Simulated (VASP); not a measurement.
Write the native input for VASP 6.6.1 that does the following.

* Task: single point
* Functional: PBEsol
* Dispersion: D3(BJ)
* Potentials or basis: VASP PAW PBE potentials, release 64 (Ge_d)
* Cutoff: 500 eV
* k mesh: 7 × 7 × 4
* Occupations: gaussian, width 0.15 eV
* Spin: no spin polarisation
* Dipole correction: no
* Further INCAR settings: ALGO = Normal; EDIFF = 1e-06; NBANDS = 36

The structure of Ge lies in POSCAR:

```
Ge
1.0
    3.9655598991      0.0000000000      0.0000000000
   -1.9827799495      3.4342756128      0.0000000000
    0.0000000000      0.0000000000      6.5214162720
Ge
4
Direct
    0.6666666667      0.3333333333      0.0626512619
    0.3333333333      0.6666666667      0.5626512619
    0.6666666667      0.3333333333      0.4373487381
    0.3333333333      0.6666666667      0.9373487381
```

This isn't the form of Ge at room conditions, which is diamond.

The input as run:

INCAR

```
SYSTEM = Ge
  PREC = Accurate
  ENCUT = 500
  EDIFF = 1E-6
  ISMEAR = 0
  SIGMA = 0.15
  LREAL = .FALSE.
  LASPH = .TRUE.
  NELM = 120
  ALGO = Normal
  ISIF = 2
  LWAVE = .FALSE.
  LCHARG = .TRUE.
  GGA = PS
  IVDW = 12
  LELF = .TRUE.
  LVHAR = .TRUE.
  NBANDS = 36
  GGA_COMPAT = .FALSE.
```

KPOINTS

```
Automatic mesh
0
G
  7 7 4
  0 0 0
```

Potentials or basis: VASP PAW PBE potentials, release 64 (Ge_d).

Run with:

```bash
$ cat potpaw_PBE.64/Ge_d/POTCAR > POTCAR
$ mpirun -np 1 vasp_std > vasp.out
```

It gave:

| Property | Result |
| --- | --- |
| Pressure | -0.2 GPa |
| Band gap on the k mesh | zero (bands 28 and 29 overlap by 0.02 eV) |
| Dispersion energy per atom | -0.279 eV |

Caveat: semilocal functionals underestimate gaps, so a narrow gap can read as zero; the PAW data sets were made with another functional, which shifts forces and pressure a little.

Wall time 36 s on 1 thread of Intel(R) Xeon(R) 6975P-C (Granite Rapids) (shared host), peak memory 0.22 GiB.
